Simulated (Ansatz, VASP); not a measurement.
**One calculation of ZnS, two programs**

INCAR

```
SYSTEM = ZnS
PREC = Accurate ; ENCUT = 520
EDIFF = 1E-6 ; ISMEAR = 0
SIGMA = 0.05 ; LREAL = .False.
LASPH = .True. ; NELM = 60
ALGO = Normal ; ISIF = 2
LWAVE = .False. ; LCHARG = .True.
GGA = PE ; LELF = .True.
LVHAR = .True. ; NBANDS = 16
```

File KPOINTS:

```
regular mesh
0
Gamma
  10 10 10
  0 0 0
```

File POSCAR:

```
ZnS
1.0
    0.0000000000      2.7046500000      2.7046500000
    2.7046500000      0.0000000000      2.7046500000
    2.7046500000      2.7046500000      0.0000000000
Zn S
1 1
Direct
    0.0415950308      0.0415950308     -0.1004192874
    0.7500000000      0.7500000000      0.7500000000
```

Input for Ansatz:

```yaml
crystal:
  lattice:
    - [0.0, 2.70465, 2.70465]
    - [2.70465, 0.0, 2.70465]
    - [2.70465, 2.70465, 0.0]
  atoms:
    - { symbol: Zn, position: [0.0415950308, 0.0415950308, -0.1004192874] }
    - { symbol: S, position: [0.75, 0.75, 0.75] }
basis:
  ecutwfc: 420
kpoints:
  mp_grid: { grid: [10, 10, 10] }
hamiltonian:
  xc: pbe
scf:
  occupations: { method: gaussian, width: 0.05 }
output:
  forces: true
  stress: true
  eigenvalues: true
```

Alike in both runs: task single point; functional PBE; k mesh 10 × 10 × 10; occupations gaussian, width 0.05 eV; no spin polarisation.

```csv
,VASP,Ansatz
version,VASP 6.6.1,Ansatz 0.2.0
potentials or method,"VASP PAW PBE potentials, release 64 (Zn, S), cutoff 520 eV","scalar-relativistic, plane waves, PAW"
valence electrons in the cell,18,18
```

```tsv
	VASP	Ansatz	Ansatz less VASP
gap on the k mesh at the Fermi level (eV)	2.07	2.06	-0.009
least direct gap on the mesh (eV)	2.07	2.06	-0.009
pressure (GPa)	3.7	3.5	-0.15
traceless stress, the component that is largest in VASP (GPa)	-3.76	-3.69	+0.074
rms of the force components (eV/Å)	0.563	0.558	-0.0052
```

Atom by atom the forces differ by 0.005 eV/Å (rms over components).
